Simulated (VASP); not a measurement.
The system is AlNi3.

```xyz
4
Lattice="3.5231 0.0000 0.0000 0.0000 3.5231 0.0000 0.0000 0.0000 3.5231" Properties=species:S:1:pos:R:3 pbc="T T T"
Ni    1.7615    1.7615    0.0000
Ni    1.7615    0.0000    1.7615
Ni    0.0000    1.7615    1.7615
Al    0.0000    0.0000    0.0000
```

```yaml
Program: VASP 6.6.1
Task: relaxation of cell and atoms
Functional: RPBE
Potentials_or_basis: VASP PAW PBE potentials, release 64 (Ni, Al)
Cutoff: 600 eV
k_mesh: 8 × 8 × 8
Occupations: fermi-dirac, width 0.05 eV
Spin: collinear spin, ferromagnetic start
Starting_moments: "[1.0, 1.0, 1.0, 0.0] μB"
```

At the start: pressure 12.2 GPa; volume 10.93 Å³/atom.

Q: How do energy, volume and symmetry change on relaxing?

A: Over 3 steps the energy falls by 25.9 meV/atom and the volume is 11.66 Å³/atom (+6.6 %); space group Pm-3m (No. 221, to 0.1 Å) before and after; moment 0.73 μB per cell.

The path:
```
step  energy change (eV)  largest force (eV/Å)  pressure (GPa)  volume (Å³)
   1              0.0000                0.0000           12.24        43.73
   2             -0.0354                0.0000           -7.93        49.23
   3             -0.1037                0.0000           -0.04        46.63
```

Final structure:
```
Ni Al
1.0
     3.59931    0.00000    0.00000
     0.00000    3.59931    0.00000
     0.00000    0.00000    3.59931
Ni Al
3 1
Direct
  0.50000 0.50000 0.00000
  0.50000 0.00000 0.50000
  0.00000 0.50000 0.50000
  0.00000 0.00000 0.00000
```

Caveat: the PAW data sets were made with another functional, which shifts forces and pressure a little.
